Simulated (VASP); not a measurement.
# BAs (F-43m) in VASP: further runs

Runs on BAs. Level: r2SCAN. Tasks: single point.

All numbers are computed with VASP 6.6.1; they aren't measurements. Logs are shortened: lines on timing, memory, paths and dates and some standing lists are left out, and cuts for length are marked.

## Step 1: The cell of the first run

It takes space group F-43m (No. 216, cubic). The conventional cell has a = 4.584 Å, b = 4.584 Å, c = 4.584 Å, α = 90.00°, β = 90.00°, γ = 90.00°. Within 2.6 Å of B (site symmetry -43m) lie 4 As at 1.99 Å. Within 2.6 Å of As (site symmetry -43m) lie 4 B at 1.99 Å.

## Step 2: Single point, r2SCAN (volume scaled by 0.88)

POSCAR

```
BAs
1.0
    0.0000000000      2.2921359084      2.2921359084
    2.2921359084      0.0000000000      2.2921359084
    2.2921359084      2.2921359084      0.0000000000
B As
1 1
Direct
    0.0000000000      0.0000000000      0.0000000000
    0.2500000000      0.2500000000      0.2500000000
```

INCAR.step1

```
ALGO = Normal
EDIFF = 1E-4
ENCUT = 520
GGA = PE
ISMEAR = 0
LASPH = T
LCHARG = F
LREAL = F
LWAVE = T
NBANDS = 11
NELM = 60
PREC = Accurate
SIGMA = 0.02
```

INCAR.step2

```
ALGO = Normal
EDIFF = 1E-6
ENCUT = 520
ISIF = 2
ISMEAR = 0
ISTART = 1
LASPH = T
LCHARG = F
LMIXTAU = T
LREAL = F
LWAVE = F
METAGGA = R2SCAN
NBANDS = 11
NELM = 60
PREC = Accurate
SIGMA = 0.02
```

KPOINTS

```
k-points
0
Gamma
  10 10 10
```

Potentials or basis: VASP PAW PBE potentials, release 64 (B, As).

Command:

```
> cat potpaw_PBE.64/B/POTCAR potpaw_PBE.64/As/POTCAR > POTCAR
> cp INCAR.step1 INCAR
> mpirun -np 1 vasp_std > vasp.out
> cp INCAR.step2 INCAR
> mpirun -np 1 vasp_std > vasp.out
```

OUTCAR:

```text
EDIFF = 1E-6
   ENCUT = 520
   ISIF = 2
   ISMEAR = 0
   ISTART = 1
   LASPH = T
   LREAL = F
   METAGGA = R2SCAN
   NELM = 60
   PREC = Accurate

 ion  position               nearest neighbor table
   1  0.000  0.000  0.000-   2 1.99   2 1.99   2 1.99   2 1.99
   2  0.250  0.250  0.250-   1 1.99   1 1.99   1 1.99   1 1.99

  LATTYP: Found a face centered cubic cell.
 ALAT       =     4.5842718168

  Lattice vectors:

 A1 = (   0.0000000000,   2.2921359084,   2.2921359084)
 A2 = (   2.2921359084,   0.0000000000,   2.2921359084)
 A3 = (   2.2921359084,   2.2921359084,   0.0000000000)

Analysis of symmetry for initial positions (statically):
=====================================================================
 Subroutine PRICEL returns:
 Original cell was already a primitive cell.

 Routine SETGRP: Setting up the symmetry group for a
 face centered cubic supercell.

 Subroutine GETGRP returns: Found 24 space group operations
 (whereof 24 operations were pure point group operations)
 out of a pool of 48 trial point group operations.

The static configuration has the point symmetry T_d .

Analysis of symmetry for dynamics (positions and initial velocities):
=====================================================================
 Subroutine PRICEL returns:
 Original cell was already a primitive cell.

 Routine SETGRP: Setting up the symmetry group for a
 face centered cubic supercell.

 Subroutine GETGRP returns: Found 24 space group operations
 (whereof 24 operations were pure point group operations)
 out of a pool of 48 trial point group operations.

The dynamic configuration has the point symmetry T_d .

 Subroutine INISYM returns: Found 24 space group operations
 (whereof 24 operations are pure point group operations),
 and found     1 'primitive' translations

----------------------------------------------------------------------------------------

                                     Primitive cell

  volume of cell :      24.0852

  direct lattice vectors                    reciprocal lattice vectors
     0.000000000  2.292135908  2.292135908    -0.218137152  0.218137152  0.218137152
     2.292135908  0.000000000  2.292135908     0.218137152 -0.218137152  0.218137152
     2.292135908  2.292135908  0.000000000     0.218137152  0.218137152 -0.218137152

  length of vectors
     3.241569688  3.241569688  3.241569688     0.377824631  0.377824631  0.377824631

  position of ions in fractional coordinates (direct lattice)
     0.000000000  0.000000000  0.000000000
     0.250000000  0.250000000  0.250000000

  ion indices of the primitive-cell ions
   primitive index   ion index
                 1           1
                 2           2

----------------------------------------------------------------------------------------

 KPOINTS: k-points

Automatic generation of k-mesh.
 Grid dimensions read from file:
 generate k-points for:   10   10   10

 Generating k-lattice:

  Cartesian coordinates                     Fractional coordinates (reciprocal lattice)
    -0.021813715  0.021813715  0.021813715     0.100000000  0.000000000  0.000000000
     0.021813715 -0.021813715  0.021813715     0.000000000  0.100000000  0.000000000
     0.021813715  0.021813715 -0.021813715     0.000000000  0.000000000  0.100000000

  Length of vectors
     0.037782463  0.037782463  0.037782463

  Shift w.r.t. Gamma in fractional coordinates (k-lattice)
     0.000000000  0.000000000  0.000000000

 Subroutine IBZKPT returns following result:
 ===========================================

 Found     47 irreducible k-points:

 Following reciprocal coordinates:
            Coordinates               Weight
  0.000000  0.000000  0.000000      1.000000
  0.100000  0.000000  0.000000      8.000000
  0.200000  0.000000  0.000000      8.000000
  0.300000  0.000000  0.000000      8.000000
  0.400000  0.000000  0.000000      8.000000
  0.500000  0.000000  0.000000      4.000000
[... 16 lines left out ...]
  0.300000  0.300000  0.000000      6.000000
  0.400000  0.300000  0.000000     24.000000
 [... further k-points ...]
   k-points           NKPTS =     47   k-points in BZ     NKDIM =     47   number of bands    NBANDS=     11
   number of dos      NEDOS =    301   number of ions     NIONS =      2
   total plane-waves  NPLWV =  13824
   dimension x,y,z NGX =    24 NGY =   24 NGZ =   24
   dimension x,y,z NGXF=    48 NGYF=   48 NGZF=   48
   ions per type =               1   1
   NGX,Y,Z   is equivalent  to a cutoff of  12.31, 12.31, 12.31 a.u.
   NGXF,Y,Z  is equivalent  to a cutoff of  24.62, 24.62, 24.62 a.u.
 SYSTEM =  unknown system
   PREC   = accura    normal or accurate (medium, high low for compatibility)
   ISTART =      1    job   : 0-new  1-cont  2-samecut
   ICHARG =      0    charge: 1-file 2-atom 10-const
   ISPIN  =      1    spin polarized calculation?
   LNONCOLLINEAR =      F non collinear calculations
   LSORBIT =      F    spin-orbit coupling
   LASPH  =      T    aspherical Exc in radial PAW
   ENCUT  =  520.0 eV  38.22 Ry    6.18 a.u.   6.03  6.03  6.03*2*pi/ulx,y,z
   NELM   =     60;   NELMIN=  2; NELMDL=  0     # of ELM steps
   EDIFF  = 0.1E-05   stopping-criterion for ELM
   LREAL  =      F    real-space projection
   EDIFFG = 0.1E-04   stopping-criterion for IOM
   NSW    =      0    number of steps for IOM
   IBRION =     -1    ionic relax: 0-MD 1-quasi-New 2-CG
   NFREE  =      0    steps in history (QN), initial steepest desc. (CG)
   ISIF   =      2    stress and relaxation
   ISYM   =      2    0-nonsym 1-usesym 2-fastsym
   POTIM  = 0.5000    time-step for ionic-motion
   TEBEG  =    0.0;   TEEND  =   0.0 temperature during run
   PSTRESS=    0.0 pullay stress
   NELECT =       8.0000    total number of electrons
   NUPDOWN=      -1.0000    fix difference up-down
   EMIN   =  10.00;   EMAX   =-10.00  energy-range for DOS
   EFERMI =   0.00;   METHOD = LEGACY
   ISMEAR =     0;   SIGMA  =   0.02  broadening in eV -4-tet -1-fermi 0-gaus
   EFERMI_NEDOS =   21; number of points for ismear=-14 and -15
   IALGO  =     38    algorithm
   IMIX   =      4    mixing-type and parameters
     AMIX     =   0.40;   BMIX     =  1.00
     AMIX_MAG =   1.60;   BMIX_MAG =  1.00
  volume/ion in A,a.u.               =      12.04        81.27
  Fermi-wavevector in a.u.,A,eV,Ry     =   1.133760  2.142496 17.489088  1.285412
  Thomas-Fermi vector in A             =   2.270463
   LORBIT       =      0    0 simple, 1 ext, 2 COOP (PROOUT), +10 PAW based schemes
   METAGGA = R2SCAN    functional components
   LHFCALC =     F    Hartree Fock is set to
   AEXX    =    0.0000 exact exchange contribution
   IVDW    =     0    specifies the selected vdW correction
   LEPSILON=     F    determine dielectric tensor
   LRPA    =     F    only Hartree local field effects (RPA)
 non-spin polarized calculation
 Gauss-broadening in eV      SIGMA  =   0.02
  energy-cutoff  :      520.00
  volume of cell :       24.09
 maximum number of plane-waves:       662
   NGX = 13   NGY = 13   NGZ = 13

 number of electron       7.9999999 magnetization

 Free energy of the ion-electron system (eV)
  ---------------------------------------------------
  ext. energy  EPLUGINS =         0.00000000
  ---------------------------------------------------
  free energy    TOTEN  =       -22.03150952 eV

  energy without entropy =      -22.03150952  energy(sigma->0) =      -22.03150952

 E-fermi :   7.6314     XC(G=0): -11.7034

 val. band max:        7.4795582726   @ k =   0.0000   0.0000   0.0000
 cond. band min:       8.7081657731   @ k =   0.4000   0.4000   0.0000
 fundamental gap:      1.2286075005
 Fermi energy:         7.6314276751

 k-point     1 :       0.0000    0.0000    0.0000
  band No.  band energies     occupation
      1      -9.9186      2.00000
      2       7.4796      2.00000
      3       7.4796      2.00000
      4       7.4796      2.00000
      5      11.0789      0.00000
      6      11.0789      0.00000
      7      11.0789      0.00000
      8      14.3300      0.00000
      9      18.5941      0.00000
     10      21.4256      0.00000
     11      21.4256      0.00000

 k-point     2 :       0.1000    0.0000    0.0000
  band No.  band energies     occupation
      1      -9.7264      2.00000
      2       5.9092      2.00000
      3       7.1094      2.00000
      4       7.1094      2.00000
      5      11.5273      0.00000
      6      11.5618      0.00000
      7      11.5618      0.00000
      8      14.9830      0.00000
      9      19.3468      0.00000
     10      20.2549      0.00000
     11      20.2550      0.00000

 k-point     3 :       0.2000    0.0000    0.0000
  band No.  band energies     occupation
      1      -9.1569      2.00000
      2       3.2042      2.00000
      3       6.4204      2.00000
      4       6.4204      2.00000
      5      11.6001      0.00000
      6      12.3959      0.00000
      7      12.3959      0.00000
      8      16.3497      0.00000
      9      19.4673      0.00000
     10      19.4673      0.00000
     11      20.3270      0.00000

 k-point     4 :       0.3000    0.0000    0.0000
  band No.  band energies     occupation
      1      -8.2430      2.00000
      2       0.5470      2.00000
      3       5.8207      2.00000
      4       5.8207      2.00000
      5      11.4338      0.00000
      6      12.7862      0.00000
      7      12.7862      0.00000
      8      17.2858      0.00000
      9      20.0928      0.00000
     10      20.0928      0.00000
     11      20.5187      0.00000

 k-point     5 :       0.4000    0.0000    0.0000
  band No.  band energies     occupation
      1      -7.1136      2.00000
      2      -1.6806      2.00000
      3       5.4389      2.00000
      4       5.4389      2.00000
      5      11.2961      0.00000
      6      12.7307      0.00000
      7      12.7307      0.00000
      8      17.3732      0.00000
      9      21.4889      0.00000
     10      21.9984      0.00000
     11      21.9984      0.00000
[... 211 lines left out ...]
 k-point    21 :      -0.3000    0.2000    0.0000
  band No.  band energies     occupation
      1      -6.8715      2.00000
      2      -0.5611      2.00000
      3       2.0608      2.00000
      4       5.1394      2.00000
      5      11.5572      0.00000
      6      14.1398      0.00000
      7      14.7783      0.00000
      8      16.9990      0.00000
      9      19.0311      0.00000
     10      21.2427      0.00000
     11      24.9419      0.00000

 k-point    22 :      -0.2000    0.2000    0.0000
  band No.  band energies     occupation
      1      -7.9315      2.00000
      2       1.3437      2.00000
      3       2.6330      2.00000
      4       5.9370      2.00000
      5      12.1747      0.00000
      6      13.2170      0.00000
      7      14.4319      0.00000
      8      15.7427      0.00000
      9      18.0315      0.00000
     10      21.8045      0.00000
     11      24.0622      0.00000

 k-point    23 :       0.3000    0.3000    0.0000
  band No.  band energies     occupation
      1      -7.6573      2.00000
      2       1.7795      2.00000
      3       3.6483      2.00000
      4       3.6483      2.00000
      5       8.9718      0.00000
      6      11.4893      0.00000
      7      17.3054      0.00000
      8      17.3054      0.00000
      9      20.5548      0.00000
     10      23.8607      0.00000
     11      25.1568      0.00000

 k-point    24 :       0.4000    0.3000    0.0000
  band No.  band energies     occupation
      1      -6.7763      2.00000
      2       0.2849      2.00000
      3       2.7325      2.00000
      4       3.2997      2.00000
      5       9.3082      0.00000
      6      11.2047      0.00000
      7      17.8563      0.00000
      8      17.9763      0.00000
      9      21.6353      0.00000
     10      24.9113      0.00000
     11      26.0133      0.00000

 [... further k-points ...]
[... 5 lines left out ...]
  --------------------------------------------------------------------------------------
  -------------------------------------------------------------------------------------
  Total        3.6028504      3.6028504      3.6028504     -0.0000000     -0.0000000      0.0000000
  in kB      239.6656089    239.6656089    239.6656089     -0.0000000     -0.0000000      0.0000000
  external PRESSURE =     239.6656089 kB  Pullay stress =       0.0000000 kB

 VOLUME and BASIS-vectors are now :
 -----------------------------------------------------------------------------
  energy-cutoff  :      520.00
  volume of cell :       24.09
      direct lattice vectors                 reciprocal lattice vectors
     0.000000000  2.292135908  2.292135908    -0.218137152  0.218137152  0.218137152
     2.292135908  0.000000000  2.292135908     0.218137152 -0.218137152  0.218137152
     2.292135908  2.292135908  0.000000000     0.218137152  0.218137152 -0.218137152

 POSITION                                       TOTAL-FORCE (eV/Angst)
 -----------------------------------------------------------------------------------
      0.00000      0.00000      0.00000         0.000000      0.000000     -0.000000
      1.14607      1.14607      1.14607        -0.000000     -0.000000      0.000000
 -----------------------------------------------------------------------------------
    total drift:                                0.000000      0.000000      0.000000

  FREE ENERGIE OF THE ION-ELECTRON SYSTEM (eV)
  ---------------------------------------------------
  free  energy   TOTEN  =       -22.0315095166 eV

  energy  without entropy=      -22.0315095166  energy(sigma->0) =      -22.03150952
```

Run time: 23 s. Hardware: 1 thread of Intel Xeon Platinum 8488C (Sapphire Rapids), shared host; peak memory 0.14 GiB.

Results:

```
Free energy            : -22.0315 eV
Pressure               : 24.0 GPa
Band gap on the k mesh : 1.23 eV, indirect (least direct gap 3.60 eV)
```

Levels at points of the mesh, in eV from the valence-band top:
| k point | band 2 | band 3 | band 4 | band 5 | band 6 | band 7 |
| --- | --- | --- | --- | --- | --- | --- |
| (0.00, 0.00, 0.00) | 0.00 | 0.00 | 0.00 | 3.60 | 3.60 | 3.60 |
| (0.50, 0.00, 0.00) | -10.24 | -2.17 | -2.17 | 3.77 | 5.18 | 5.18 |
| (0.50, 0.50, 0.00) | -9.83 | -4.88 | -4.88 | 1.43 | 1.57 | 13.43 |

Caveat: the PAW data sets were made with another functional, which shifts forces and pressure a little.

(Continued in part 2 of 2.)
